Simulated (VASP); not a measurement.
The system is I.

```
I
1.0
     0.00000    2.36560    3.90984
     2.19225    0.00000    3.90984
     2.19225    2.36560    0.00000
I
1
Direct
  0.00000 0.00000 0.00000
```

| Property | Result |
| --- | --- |
| Program | VASP 6.6.1 |
| Task | relaxation of cell and atoms |
| Functional | PBE |
| Dispersion | D3(BJ) |
| Potentials or basis | VASP PAW PBE potentials, release 64 (I) |
| Cutoff | 600 eV |
| k mesh | 9 × 9 × 9 |
| Occupations | fermi-dirac, width 0.05 eV |
| Spin | no spin polarisation |

At the start: pressure -1.0 GPa; volume 40.55 Å³/atom.

Task: How do energy, volume and symmetry change on relaxing?

Result: Over 20 steps the energy falls by 10.1 meV/atom and the volume is 37.41 Å³/atom (-7.7 %); space group Fmmm (No. 69, to 0.1 Å) before and after.

The path:
```csv
step,energy change (eV),largest force (eV/Å),pressure (GPa),volume (Å³)
1,0.0000,0.0000,-0.96,40.55
2,-0.0041,0.0000,0.04,39.14
3,-0.0041,0.0000,-0.04,39.26
4,-0.0062,0.0000,0.06,38.83
5,-0.0094,0.0000,-0.06,37.71
6,-0.0096,0.0000,0.16,37.20
7,-0.0097,0.0000,0.02,37.33
8,-0.0097,0.0000,0.08,37.29
9,-0.0098,0.0000,-0.08,37.44
10,-0.0098,0.0000,-0.06,37.45
11,-0.0099,0.0000,-0.06,37.46
12,-0.0100,0.0000,-0.01,37.48
13,-0.0100,0.0000,0.10,37.52
14,-0.0101,0.0000,0.04,37.50
15,-0.0101,0.0000,-0.06,37.58
16,-0.0101,0.0000,-0.04,37.57
17,-0.0101,0.0000,-0.01,37.51
18,-0.0101,0.0000,0.03,37.41
19,-0.0101,0.0000,-0.05,37.41
20,-0.0101,0.0000,-0.01,37.41
```

Final structure:
```yaml
crystal:
  lattice:
    - [0.00000, 2.29524, 3.66497]
    - [2.22386, 0.00000, 3.66497]
    - [2.22386, 2.29524, 0.00000]
  atoms:
    - { symbol: I, position: [0.00000, 0.00000, 0.00000] }
```

Caveat: an odd number of electrons without spin polarisation forces a metal; a magnetic or distorted state may lie lower.
